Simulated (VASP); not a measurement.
Set up this calculation in VASP 6.6.1, as the native input.

```yaml
Task: relaxation of cell and atoms
Functional: PBEsol
Potentials_or_basis: VASP PAW PBE potentials, release 64 (Pt)
Cutoff: 600 eV
k_mesh: 18 × 18 × 18
Occupations: gaussian, width 0.1 eV
Spin: no spin polarisation
Dipole_correction: no
Further_INCAR_settings: ALGO = Normal; EDIFF = 1e-07; IBRION = 2; EDIFFG = -0.005; NSW = 100; ISIF = 3
```

The structure of Pt lies in POSCAR:

```
Pt
1.0
    0.0000000000      1.9609000000      1.9609000000
    1.9609000000      0.0000000000      1.9609000000
    1.9609000000      1.9609000000      0.0000000000
Pt
1
Direct
    0.0000000000      0.0000000000      0.0000000000
```

These files were run (other wordings do the same):

INCAR

```
SYSTEM = Pt
PREC     = Accurate       ! precision mode
ENCUT    = 600            ! plane-wave cutoff, eV
EDIFF    = 1E-7           ! SCF threshold, eV
ISMEAR   = 0              ! smearing method
SIGMA    = 0.1            ! smearing width, eV
LREAL    = .False.        ! projectors in reciprocal space
LASPH    = .True.         ! aspherical terms in the spheres
NELM     = 60             ! most SCF steps
ALGO     = Normal         ! electronic algorithm
ISIF     = 3              ! what is computed and relaxed
LWAVE    = .False.        ! write WAVECAR
LCHARG   = .False.        ! write CHGCAR
GGA      = PS             ! functional
IBRION   = 2              ! ionic algorithm
NSW      = 100            ! ionic steps
EDIFFG   = -0.005         ! ionic threshold
```

KPOINTS

```
regular mesh
0
Gamma
  18 18 18
  0 0 0
```

Potentials or basis: VASP PAW PBE potentials, release 64 (Pt).

The run is started by

```console
$ cat potpaw_PBE.64/Pt/POTCAR > POTCAR
$ mpirun -np 1 vasp_std > vasp.out
```

Results of the run:

| Quantity | Value |
| --- | --- |
| Relaxed volume | 15.02 Å³/atom |
| Relaxed cell | a = 2.769 Å, b = 2.769 Å, c = 2.769 Å, α = 60.00°, β = 60.00°, γ = 60.00° |
| Space group after relaxing (to 0.05 Å) | Fm-3m (No. 225) |
| Energy gained by relaxing | 0.2 meV/atom |
| Ionic steps | 3 |
| Pressure after relaxing | 0.0 GPa |
| Band gap on the k mesh | zero (band 5 reaches 11.67 eV, above the bottom of band 6 at 9.43 eV) |

Caveat: the PAW data sets were made with another functional, which shifts forces and pressure a little; spin-orbit coupling is left out, which moves the levels of the heavy elements.

Run time: 73 s on 1 thread of Intel(R) Xeon(R) Platinum 8259CL CPU @ 2.50GHz (Skylake/Cascade Lake), with other jobs on the host, peak memory 0.17 GiB.
